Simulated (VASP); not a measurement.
Set up this calculation in VASP 6.6.1, as the native input.

```
Task                   : single point
Functional             : PBE
Potentials or basis    : VASP PAW PBE potentials, release 64 (Ga_d, N)
Cutoff                 : 520 eV
k mesh                 : 10 × 10 × 10
Occupations            : gaussian, width 0.05 eV
Spin                   : no spin polarisation
Dipole correction      : no
Further INCAR settings : ALGO = Normal; EDIFF = 1e-06; NBANDS = 16
```

The structure of GaN lies in POSCAR:

```
GaN
1.0
    0.0000000000      2.1408255771      2.1971630923
    2.1408255771      0.0000000000      2.1971630923
    2.1408255771      2.1408255771      0.0000000000
Ga N
1 1
Direct
    0.0000000000      0.0000000000      0.0000000000
    0.7500000000      0.7500000000      0.7500000000
```

This cell differs from its parent crystal: strain -0.050 along x and y, -0.025 along z.

One way to write it, as run:

INCAR

```
ALGO = Normal ; EDIFF = 1E-6
ENCUT = 520 ; GGA = PE
ISIF = 2 ; ISMEAR = 0
LASPH = T ; LCHARG = F
LREAL = F ; LWAVE = F
NBANDS = 16 ; NELM = 100
PREC = Accurate ; SIGMA = 0.05
```

KPOINTS

```
k-points
0
Gamma
  10 10 10
```

Potentials or basis: VASP PAW PBE potentials, release 64 (Ga_d, N).

Command:

```console
$ cat potpaw_PBE.64/Ga_d/POTCAR potpaw_PBE.64/N/POTCAR > POTCAR
$ mpirun -np 1 vasp_std > vasp.out
```

Results of the run:

```yaml
Pressure: 37.3 GPa
Band_gap_on_the_k_mesh: 2.50 eV, direct
```

Caveat: the cell differs from its parent crystal (strain -0.050 along x and y, -0.025 along z).

Wall time 31 s on 1 thread of Intel Xeon 8259CL, with other jobs on the host, peak memory 0.16 GiB.
